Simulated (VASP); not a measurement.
# NaCl (l) (Fm-3m) in VASP: notebook

The runs below take NaCl (l) through single point, relaxation of cell and atoms, with LDA.

All numbers are computed with VASP 6.6.1; they aren't measurements. Logs are shortened: lines on timing, memory, paths and dates and some standing lists are left out, and cuts for length are marked.

### 1 The cell of the first run

It takes space group Fm-3m (No. 225, cubic). The conventional cell has a = 5.588 Å, b = 5.588 Å, c = 5.588 Å, α = 90.00°, β = 90.00°, γ = 90.00°. Na (site symmetry m-3m) has 6 Cl at 2.79 Å within 3.7 Å. Cl (site symmetry m-3m) has 6 Na at 2.79 Å within 3.7 Å.

### 2 Single point, LDA

The input, INCAR:

```
PREC = Accurate
ENCUT = 500
EDIFF = 1E-6
ISMEAR = 0
SIGMA = 0.1
LREAL = False
LASPH = True
NELM = 120
ALGO = Normal
ISIF = 2
LWAVE = False
LCHARG = False
GGA = CA
NBANDS = 14
GGA_COMPAT = False
```

The input, KPOINTS:

```
regular mesh
0
Gamma
  6 6 6
```

The input, POSCAR:

```
NaCl
1.0
    0.0000000000      2.7940632200      2.7940632200
    2.7940632200      0.0000000000      2.7940632200
    2.7940632200      2.7940632200      0.0000000000
Na Cl
1 1
Direct
    0.0000000000      0.0000000000      0.0000000000
    0.5000000000      0.5000000000      0.5000000000
```

Potentials or basis: VASP PAW LDA potentials, release 64 (Na_pv, Cl).

Run with:

```bash
cat potpaw_LDA.64/Na_pv/POTCAR potpaw_LDA.64/Cl/POTCAR > POTCAR
mpirun -np 1 vasp_std > vasp.out
```

OUTCAR:

```text
PREC = Accurate
   ENCUT = 500
   EDIFF = 1E-6
   ISMEAR = 0
   LREAL = False
   LASPH = True
   NELM = 120
   ISIF = 2
   GGA = CA

 ion  position               nearest neighbor table
   1  0.000  0.000  0.000-
   2  0.500  0.500  0.500-

  LATTYP: Found a face centered cubic cell.
 ALAT       =     5.5881264400

  Lattice vectors:

 A1 = (   0.0000000000,   2.7940632200,   2.7940632200)
 A2 = (   2.7940632200,   0.0000000000,   2.7940632200)
 A3 = (   2.7940632200,   2.7940632200,   0.0000000000)

Analysis of symmetry for initial positions (statically):
=====================================================================
 Subroutine PRICEL returns:
 Original cell was already a primitive cell.

 Routine SETGRP: Setting up the symmetry group for a
 face centered cubic supercell.

 Subroutine GETGRP returns: Found 48 space group operations
 (whereof 48 operations were pure point group operations)
 out of a pool of 48 trial point group operations.

The static configuration has the point symmetry O_h .

Analysis of symmetry for dynamics (positions and initial velocities):
=====================================================================
 Subroutine PRICEL returns:
 Original cell was already a primitive cell.

 Routine SETGRP: Setting up the symmetry group for a
 face centered cubic supercell.

 Subroutine GETGRP returns: Found 48 space group operations
 (whereof 48 operations were pure point group operations)
 out of a pool of 48 trial point group operations.

The dynamic configuration has the point symmetry O_h .

 Subroutine INISYM returns: Found 48 space group operations
 (whereof 48 operations are pure point group operations),
 and found     1 'primitive' translations

----------------------------------------------------------------------------------------

                                     Primitive cell

  volume of cell :      43.6253

  direct lattice vectors                    reciprocal lattice vectors
     0.000000000  2.794063220  2.794063220    -0.178950854  0.178950854  0.178950854
     2.794063220  0.000000000  2.794063220     0.178950854 -0.178950854  0.178950854
     2.794063220  2.794063220  0.000000000     0.178950854  0.178950854 -0.178950854

  length of vectors
     3.951402100  3.951402100  3.951402100     0.309951972  0.309951972  0.309951972

  position of ions in fractional coordinates (direct lattice)
     0.000000000  0.000000000  0.000000000
     0.500000000  0.500000000  0.500000000

  ion indices of the primitive-cell ions
   primitive index   ion index
                 1           1
                 2           2

----------------------------------------------------------------------------------------

 KPOINTS: regular mesh

Automatic generation of k-mesh.
 Grid dimensions read from file:
 generate k-points for:    6    6    6

 Generating k-lattice:

  Cartesian coordinates                     Fractional coordinates (reciprocal lattice)
    -0.029825142  0.029825142  0.029825142     0.166666667  0.000000000  0.000000000
     0.029825142 -0.029825142  0.029825142     0.000000000  0.166666667  0.000000000
     0.029825142  0.029825142 -0.029825142     0.000000000  0.000000000  0.166666667

  Length of vectors
     0.051658662  0.051658662  0.051658662

  Shift w.r.t. Gamma in fractional coordinates (k-lattice)
     0.000000000  0.000000000  0.000000000

 Subroutine IBZKPT returns following result:
 ===========================================

 Found     16 irreducible k-points:

 Following reciprocal coordinates:
            Coordinates               Weight
  0.000000  0.000000  0.000000      1.000000
  0.166667  0.000000  0.000000      8.000000
  0.333333  0.000000  0.000000      8.000000
  0.500000  0.000000  0.000000      4.000000
  0.166667  0.166667  0.000000      6.000000
  0.333333  0.166667  0.000000     24.000000
[... 8 lines left out ...]
 -0.333333  0.333333  0.166667     24.000000
 -0.333333  0.500000  0.166667     12.000000
   k-points           NKPTS =     16   k-points in BZ     NKDIM =     16   number of bands    NBANDS=     14
   number of dos      NEDOS =    301   number of ions     NIONS =      2
   total plane-waves  NPLWV =  27000
   dimension x,y,z NGX =    30 NGY =   30 NGZ =   30
   dimension x,y,z NGXF=    60 NGYF=   60 NGZF=   60
   ions per type =               1   1
   NGX,Y,Z   is equivalent  to a cutoff of  12.62, 12.62, 12.62 a.u.
   NGXF,Y,Z  is equivalent  to a cutoff of  25.24, 25.24, 25.24 a.u.
 SYSTEM =  unknown system
   PREC   = accura    normal or accurate (medium, high low for compatibility)
   ISTART =      0    job   : 0-new  1-cont  2-samecut
   ICHARG =      2    charge: 1-file 2-atom 10-const
   ISPIN  =      1    spin polarized calculation?
   LNONCOLLINEAR =      F non collinear calculations
   LSORBIT =      F    spin-orbit coupling
   LASPH  =      T    aspherical Exc in radial PAW
   ENCUT  =  500.0 eV  36.75 Ry    6.06 a.u.   7.20  7.20  7.20*2*pi/ulx,y,z
   NELM   =    120;   NELMIN=  2; NELMDL= -5     # of ELM steps
   EDIFF  = 0.1E-05   stopping-criterion for ELM
   LREAL  =      F    real-space projection
   EDIFFG = 0.1E-04   stopping-criterion for IOM
   NSW    =      0    number of steps for IOM
   IBRION =     -1    ionic relax: 0-MD 1-quasi-New 2-CG
   NFREE  =      0    steps in history (QN), initial steepest desc. (CG)
   ISIF   =      2    stress and relaxation
   ISYM   =      2    0-nonsym 1-usesym 2-fastsym
   POTIM  = 0.5000    time-step for ionic-motion
   TEBEG  =    0.0;   TEEND  =   0.0 temperature during run
   PSTRESS=    0.0 pullay stress
   NELECT =      14.0000    total number of electrons
   NUPDOWN=      -1.0000    fix difference up-down
   EMIN   =  10.00;   EMAX   =-10.00  energy-range for DOS
   EFERMI =   0.00;   METHOD = LEGACY
   ISMEAR =     0;   SIGMA  =   0.10  broadening in eV -4-tet -1-fermi 0-gaus
   EFERMI_NEDOS =   21; number of points for ismear=-14 and -15
   IALGO  =     38    algorithm
   IMIX   =      4    mixing-type and parameters
     AMIX     =   0.40;   BMIX     =  1.00
     AMIX_MAG =   1.60;   BMIX_MAG =  1.00
  volume/ion in A,a.u.               =      21.81       147.20
  Fermi-wavevector in a.u.,A,eV,Ry     =   1.120825  2.118053 17.092312  1.256249
  Thomas-Fermi vector in A             =   2.257475
   LORBIT       =      0    0 simple, 1 ext, 2 COOP (PROOUT), +10 PAW based schemes
   GGA     = CA    functional components
   LHFCALC =     F    Hartree Fock is set to
   AEXX    =    0.0000 exact exchange contribution
   IVDW    =     0    specifies the selected vdW correction
   LEPSILON=     F    determine dielectric tensor
   LRPA    =     F    only Hartree local field effects (RPA)
 non-spin polarized calculation
 Gauss-broadening in eV      SIGMA  =   0.10
  energy-cutoff  :      500.00
  volume of cell :       43.63
 maximum number of plane-waves:      1125
 NGX is ok and might be reduce to    30
   NGX = 15   NGY = 15   NGZ = 15

 number of electron      14.0000008 magnetization

 Free energy of the ion-electron system (eV)
  ---------------------------------------------------
  ext. energy  EPLUGINS =         0.00000000
  ---------------------------------------------------
  free energy    TOTEN  =        -7.37232332 eV

  energy without entropy =       -7.37232332  energy(sigma->0) =       -7.37232332

 E-fermi :  -0.2760     XC(G=0):  -8.8412

 val. band max:       -0.7851803100   @ k =   0.0000   0.0000   0.0000
 cond. band min:       4.0185732599   @ k =   0.0000   0.0000   0.0000
 fundamental gap:      4.8037535699
 Fermi energy:        -0.2759586398

 k-point     1 :       0.0000    0.0000    0.0000
  band No.  band energies     occupation
      1     -21.5145      2.00000
      2     -21.5145      2.00000
      3     -21.5145      2.00000
      4     -13.4347      2.00000
      5      -0.7852      2.00000
      6      -0.7852      2.00000
      7      -0.7852      2.00000
      8       4.0186      0.00000
      9      10.0880      0.00000
     10      10.0880      0.00000
     11      10.0880      0.00000
     12      12.3539      0.00000
     13      12.3539      0.00000
     14      13.7703      0.00000

 k-point     2 :       0.1667    0.0000    0.0000
  band No.  band energies     occupation
      1     -21.5235      2.00000
      2     -21.5151      2.00000
      3     -21.5151      2.00000
      4     -13.3427      2.00000
      5      -1.4551      2.00000
      6      -0.8618      2.00000
      7      -0.8618      2.00000
      8       4.8735      0.00000
      9       9.2672      0.00000
     10      10.3829      0.00000
     11      10.3829      0.00000
     12      12.0030      0.00000
     13      12.0030      0.00000
     14      14.9102      0.00000

 k-point     3 :       0.3333    0.0000    0.0000
  band No.  band energies     occupation
      1     -21.5411      2.00000
      2     -21.5164      2.00000
      3     -21.5164      2.00000
      4     -13.1496      2.00000
      5      -2.4690      2.00000
      6      -1.0071      2.00000
      7      -1.0071      2.00000
      8       5.9709      0.00000
      9       9.0926      0.00000
     10      10.1928      0.00000
     11      10.1928      0.00000
     12      13.1220      0.00000
     13      13.1220      0.00000
     14      14.2020      0.00000

 k-point     4 :       0.5000    0.0000    0.0000
  band No.  band energies     occupation
      1     -21.5499      2.00000
      2     -21.5171      2.00000
      3     -21.5171      2.00000
      4     -13.0482      2.00000
      5      -2.8951      2.00000
      6      -1.0763      2.00000
      7      -1.0763      2.00000
      8       6.1529      0.00000
      9       9.7030      0.00000
     10       9.9547      0.00000
     11       9.9547      0.00000
     12      13.9337      0.00000
     13      15.4378      0.00000
     14      15.4378      0.00000

 k-point     5 :       0.1667    0.1667    0.0000
  band No.  band energies     occupation
      1     -21.5227      2.00000
      2     -21.5169      2.00000
      3     -21.5169      2.00000
      4     -13.3163      2.00000
      5      -1.4775      2.00000
      6      -0.9657      2.00000
      7      -0.9657      2.00000
      8       5.1569      0.00000
      9       8.7859      0.00000
     10      10.7503      0.00000
     11      10.7503      0.00000
[... 140 lines left out ...]
 k-point    14 :       0.5000    0.3333    0.1667
  band No.  band energies     occupation
      1     -21.5379      2.00000
      2     -21.5251      2.00000
      3     -21.5199      2.00000
      4     -13.0527      2.00000
      5      -2.3877      2.00000
      6      -1.6042      2.00000
      7      -1.2519      2.00000
      8       7.3636      0.00000
      9       8.1085      0.00000
     10       8.7898      0.00000
     11      11.3282      0.00000
     12      12.6615      0.00000
     13      15.1127      0.00000
     14      15.8418      0.00000

 k-point    15 :      -0.3333    0.3333    0.1667
  band No.  band energies     occupation
      1     -21.5386      2.00000
      2     -21.5279      2.00000
      3     -21.5219      2.00000
      4     -12.9949      2.00000
      5      -2.3993      2.00000
      6      -1.8668      2.00000
      7      -1.3711      2.00000
      8       7.8560      0.00000
      9       8.1436      0.00000
     10       8.9568      0.00000
     11      10.8742      0.00000
     12      13.2861      0.00000
     13      14.7074      0.00000
     14      15.9165      0.00000

 k-point    16 :      -0.3333    0.5000    0.1667
  band No.  band energies     occupation
      1     -21.5352      2.00000
      2     -21.5279      2.00000
      3     -21.5262      2.00000
      4     -12.9818      2.00000
      5      -2.3583      2.00000
      6      -1.7855      2.00000
      7      -1.5731      2.00000
      8       7.3543      0.00000
      9       7.8049      0.00000
     10       9.5073      0.00000
     11      11.0758      0.00000
     12      14.2169      0.00000
     13      15.4083      0.00000
     14      15.4764      0.00000

------------------------ aborting loop because EDIFF is reached ----------------------------------------

  FORCE on cell =-STRESS in cart. coord.  units (eV):
  Direction    XX          YY          ZZ          XY          YZ          ZX
  --------------------------------------------------------------------------------------
  -------------------------------------------------------------------------------------
  Total       -0.5033527     -0.5033527     -0.5033527     -0.0000000      0.0000000     -0.0000000
  in kB      -18.4860585    -18.4860585    -18.4860585     -0.0000000      0.0000000     -0.0000000
  external PRESSURE =     -18.4860585 kB  Pullay stress =       0.0000000 kB

 VOLUME and BASIS-vectors are now :
 -----------------------------------------------------------------------------
  energy-cutoff  :      500.00
  volume of cell :       43.63
      direct lattice vectors                 reciprocal lattice vectors
     0.000000000  2.794063220  2.794063220    -0.178950854  0.178950854  0.178950854
     2.794063220  0.000000000  2.794063220     0.178950854 -0.178950854  0.178950854
     2.794063220  2.794063220  0.000000000     0.178950854  0.178950854 -0.178950854

 POSITION                                       TOTAL-FORCE (eV/Angst)
 -----------------------------------------------------------------------------------
      0.00000      0.00000      0.00000        -0.000000     -0.000000     -0.000000
      2.79406      2.79406      2.79406         0.000000      0.000000      0.000000
 -----------------------------------------------------------------------------------
    total drift:                               -0.000000      0.000000      0.000000

  FREE ENERGIE OF THE ION-ELECTRON SYSTEM (eV)
  ---------------------------------------------------
  free  energy   TOTEN  =        -7.3723233245 eV

  energy  without entropy=       -7.3723233245  energy(sigma->0) =       -7.37232332
```

Run time: 4.9 s. Hardware: 1 thread of Intel Xeon Platinum 8488C (Sapphire Rapids), shared host; peak memory 0.14 GiB.

Results:

- Free energy: -7.3723 eV
- Pressure: -1.8 GPa
- Band gap on the k mesh: 4.80 eV, direct

(Continued in part 2 of 2.)
